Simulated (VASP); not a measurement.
# Ni in VASP: single point with LDA

Aim: the single point of Ni with LDA.

All numbers are computed with VASP 6.6.1; they aren't measurements. Logs are shortened: lines on timing, memory, paths and dates and some standing lists are left out, and cuts for length are marked.

## (1) The cell of the first run

The cell holds a slab with vacuum, 4 atoms: a = 2.421 Å, b = 2.421 Å, c = 22.931 Å, α = 90.00°, β = 90.00°, γ = 120.00°.

## (2) Single point, LDA, collinear spin, ferromagnetic start

INCAR reads:

```
PREC     = Accurate       # precision mode
ENCUT    = 520            # plane-wave cutoff, eV
EDIFF    = 1E-6           # SCF threshold, eV
ISMEAR   = 0              # smearing method
SIGMA    = 0.1            # smearing width, eV
LREAL    = False          # projectors in reciprocal space
LASPH    = True           # aspherical terms in the spheres
NELM     = 150            # most SCF steps
ALGO     = Fast           # electronic algorithm
ISIF     = 2              # what is computed and relaxed
LWAVE    = False          # write WAVECAR
LCHARG   = False          # write CHGCAR
ISPIN    = 2              # spin polarisation
MAGMOM   = 0.7 0.7 0.7 0.7 # initial moments
LORBIT   = 11             # projections on sites
LMAXMIX  = 4              # l up to which the mixer works
LDIPOL   = True         
IDIPOL   = 3            
DIPOL    = 0.5 0.5 0.500
NBANDS   = 32             # bands
```

KPOINTS reads:

```
Automatic mesh
0
Gamma
  12 12 1
```

POSCAR reads:

```
Ni
1.0
    2.4211898561      0.0000000000      0.0000000000
   -1.2105949281      2.0968119228      0.0000000000
    0.0000000000      0.0000000000     22.9306797179
Ni
4
Direct
    0.6666666667      0.3333333333      0.3706824265
    0.3333333333      0.6666666667      0.4568941422
    0.0000000000      0.0000000000      0.5426785859
    0.6666666667      0.3333333333      0.6277603531
```

Potentials or basis: VASP PAW LDA potentials, release 64 (Ni).

Command:

```
> cat potpaw_LDA.64/Ni/POTCAR > POTCAR
> mpirun -np 1 vasp_std > vasp.out
```

OUTCAR:

```text
PREC = Accurate
   ENCUT = 520
   EDIFF = 1E-6
   ISMEAR = 0
   LREAL = False
   LASPH = True
   NELM = 150
   ISIF = 2
   ISPIN = 2
   LORBIT = 11

 ion  position               nearest neighbor table
   1  0.667  0.333  0.371-   2 2.42   2 2.42   2 2.42
   2  0.333  0.667  0.457-   3 2.41   3 2.41   3 2.41   1 2.42   1 2.42   1 2.42
   3  0.000  0.000  0.543-   4 2.40   4 2.40   4 2.40   2 2.41   2 2.41   2 2.41
   4  0.667  0.333  0.628-   3 2.40   3 2.40   3 2.40

  LATTYP: Found a hexagonal cell.
 ALAT       =     2.4211898561
 C/A-ratio  =     9.4708309058

  Lattice vectors:

 A1 = (   2.4211898561,   0.0000000000,   0.0000000000)
 A2 = (  -1.2105949281,   2.0968119228,   0.0000000000)
 A3 = (   0.0000000000,   0.0000000000,  22.9306797179)

Analysis of symmetry for initial positions (statically):
=====================================================================
 Subroutine PRICEL returns:
 Original cell was already a primitive cell.

 Routine SETGRP: Setting up the symmetry group for a
 hexagonal supercell.

 Subroutine GETGRP returns: Found  6 space group operations
 (whereof  6 operations were pure point group operations)
 out of a pool of 24 trial point group operations.

The static configuration has the point symmetry C_3v.

Analysis of symmetry for dynamics (positions and initial velocities):
=====================================================================
 Subroutine PRICEL returns:
 Original cell was already a primitive cell.

 Routine SETGRP: Setting up the symmetry group for a
 hexagonal supercell.

 Subroutine GETGRP returns: Found  6 space group operations
 (whereof  6 operations were pure point group operations)
 out of a pool of 24 trial point group operations.

The dynamic configuration has the point symmetry C_3v.

Analysis of structural, dynamic, and magnetic symmetry:
=====================================================================
 Subroutine PRICEL returns:
 Original cell was already a primitive cell.

 Routine SETGRP: Setting up the symmetry group for a
 hexagonal supercell.

 Subroutine GETGRP returns: Found  6 space group operations
 (whereof  6 operations were pure point group operations)
 out of a pool of 24 trial point group operations.

The overall configuration has the point symmetry C_3v.

 Subroutine INISYM returns: Found  6 space group operations
 (whereof  6 operations are pure point group operations),
[... 126 lines left out ...]
 RMM-DIIS sequential band-by-band and
 Gauss-broadening in eV      SIGMA  =   0.10
  energy-cutoff  :      520.00
  volume of cell :      116.41
 maximum number of plane-waves:      3199
 NGX is ok and might be reduce to    18
   NGX =  9   NGY =  9   NGZ = 85

 dipolmoment           0.000000      0.000000      0.000083 electrons x Angstroem

 number of electron      39.9999965 magnetization       2.3548446

 dipolmoment           0.000000      0.000000     -0.000268 electrons x Angstroem

 Free energy of the ion-electron system (eV)
  ---------------------------------------------------
  ext. energy  EPLUGINS =         0.00000000
  ---------------------------------------------------
  free energy    TOTEN  =       -24.73858955 eV

  energy without entropy =      -24.69501710  energy(sigma->0) =      -24.71680332

 E-fermi :  -0.0266     XC(G=0):  -5.7328

 val. band max:       -0.0301480261   @ k =   0.3333   0.1667   0.0000
 cond. band min:      -0.0201782009   @ k =   0.4167   0.0000   0.0000
 fundamental gap:      0.0099698252
 Fermi energy:        -0.0265953253

 spin component 1

 k-point     1 :       0.0000    0.0000    0.0000
  band No.  band energies     occupation
      1      -9.0977      1.00000
      2      -7.6329      1.00000
      3      -5.9160      1.00000
      4      -5.2818      1.00000
      5      -2.7320      1.00000
      6      -2.6091      1.00000
[... 654 lines left out ...]
     31      12.1622      0.00000
     32      12.1965      0.00000
 Fermi energy:        -0.0265953253

 spin component 2

 k-point     1 :       0.0000    0.0000    0.0000
  band No.  band energies     occupation
      1      -9.0521      1.00000
      2      -7.5818      1.00000
      3      -5.7935      1.00000
      4      -4.9590      1.00000
      5      -2.1813      1.00000
      6      -2.0803      1.00000
[... 654 lines left out ...]
     31      12.2928      0.00000
     32      12.3281      0.00000

------------------------ aborting loop because EDIFF is reached ----------------------------------------

 vacuum level on the upper side and lower side of the slab       (xc-potential included)        -0.186        -0.175

  FORCE on cell =-STRESS in cart. coord.  units (eV):
  Direction    XX          YY          ZZ          XY          YZ          ZX
  --------------------------------------------------------------------------------------
  -------------------------------------------------------------------------------------
  Total       -2.0313416     -2.0313416     -0.3432825      0.0000000      0.0000000      0.0000000
  in kB      -27.9568534    -27.9568534     -4.7245119      0.0000000      0.0000000      0.0000000
  external PRESSURE =     -20.2127395 kB  Pullay stress =       0.0000000 kB

 VOLUME and BASIS-vectors are now :
 -----------------------------------------------------------------------------
  energy-cutoff  :      520.00
  volume of cell :      116.41
      direct lattice vectors                 reciprocal lattice vectors
     2.421189856  0.000000000  0.000000000     0.413020068  0.238457248  0.000000000
    -1.210594928  2.096811923  0.000000000     0.000000000  0.476914495  0.000000000
     0.000000000  0.000000000 22.930679718     0.000000000  0.000000000  0.043609697

 POSITION                                       TOTAL-FORCE (eV/Angst)
 -----------------------------------------------------------------------------------
      1.21059      0.69894      8.50000        -0.000000     -0.000000      0.168997
     -0.00000      1.39787     10.47689         0.000000      0.000000     -0.165178
      0.00000      0.00000     12.44399        -0.000000     -0.000000     -0.005310
      1.21059      0.69894     14.39497         0.000000     -0.000000      0.001491
 -----------------------------------------------------------------------------------
    total drift:                                0.000000      0.000000      0.000222

  FREE ENERGIE OF THE ION-ELECTRON SYSTEM (eV)
  ---------------------------------------------------
  free  energy   TOTEN  =       -24.7385895455 eV

  energy  without entropy=      -24.6950170962  energy(sigma->0) =      -24.71680332

 vacuum level on the upper side and lower side of the slab         5.327         5.339

 total charge

# of ion       s       p       d       tot
------------------------------------------
    1        0.521   0.436   8.346   9.302
    2        0.531   0.571   8.367   9.470
    3        0.534   0.578   8.370   9.483
    4        0.524   0.442   8.350   9.316
--------------------------------------------------
tot          2.110   2.028  33.433  37.571

 magnetization (x)

# of ion       s       p       d       tot
------------------------------------------
    1       -0.006  -0.019   0.589   0.564
    2       -0.006  -0.019   0.645   0.620
    3       -0.006  -0.019   0.644   0.618
    4       -0.006  -0.019   0.593   0.568
--------------------------------------------------
tot         -0.025  -0.076   2.472   2.370
```

stdout:

```text
POSCAR found type information on POSCAR Ni
 POSCAR found :  1 types and       4 ions
 scaLAPACK will be used
 LDA part: xc-table for (Slater(with rela. corr.)+CA(PZ))
 , standard interpolation
 POSCAR, INCAR and KPOINTS ok, starting setup
 FFT: planning ... GRIDC
 FFT: planning ... GRID_SOFT
 FFT: planning ... GRID
 WAVECAR not read
 entering main loop
```

Run time: 9.8 min. Hardware: 1 thread of Intel Xeon 8259CL, shared host; peak memory 0.27 GiB.

What came out:

- Free energy: -24.7386 eV
- Largest force: 0.169 eV/Å
- Net moment: 2.35 μB per cell
- Site moments: Ni +0.56, +0.62, +0.57 (each value once) μB
- Valence electrons inside the program's atomic spheres: Ni 9.30, 9.47, 9.48, 9.32

Forces on the atoms (eV/Å):
```
Ni   0.000  0.000  0.169
Ni   0.000  0.000 -0.165
Ni   0.000  0.000 -0.005
Ni   0.000  0.000  0.001
```
